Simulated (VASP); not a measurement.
Here is a VASP 6.6.1 calculation.

INCAR

```
SYSTEM = Pb
ALGO = Normal
EDIFF = 1E-6
ENCUT = 520
GGA = PE
ISIF = 2
ISMEAR = -1
LASPH = .TRUE.
LCHARG = .TRUE.
LELF = .TRUE.
LREAL = .FALSE.
LVHAR = .TRUE.
LWAVE = .FALSE.
NBANDS = 36
NELM = 80
PREC = Accurate
SIGMA = 0.1
```

KPOINTS

```
k-points
0
G
  10 10 3
  0 0 0
```

Contents of POSCAR:

```
Pb
1.0
    3.5103130401      0.0000000000      0.0000000000
   -1.7551565201      3.0400202680      0.0000000000
    0.0000000000      0.0000000000     11.3680104113
Pb
4
Direct
    0.0000000000      0.0000000000      0.0000000000
    0.0000000000      0.0000000000      0.5000000000
    0.3333333333      0.6666666667      0.2500000000
    0.6666666667      0.3333333333      0.7500000000
```

Potentials or basis: VASP PAW PBE potentials, release 64 (Pb_d).

Command:

```bash
$ cat potpaw_PBE.64/Pb_d/POTCAR > POTCAR
$ mpirun -np 1 vasp_std > vasp.out
```

Problem. Predict the pressure.

Solution. 2.2 GPa.

Problem. Estimate the band gap on the k mesh.

Solution. Zero (band 28 reaches 12.86 eV, above the bottom of band 29 at 5.79 eV).

Caveat: spin-orbit coupling is left out, which moves the levels of the heavy elements.
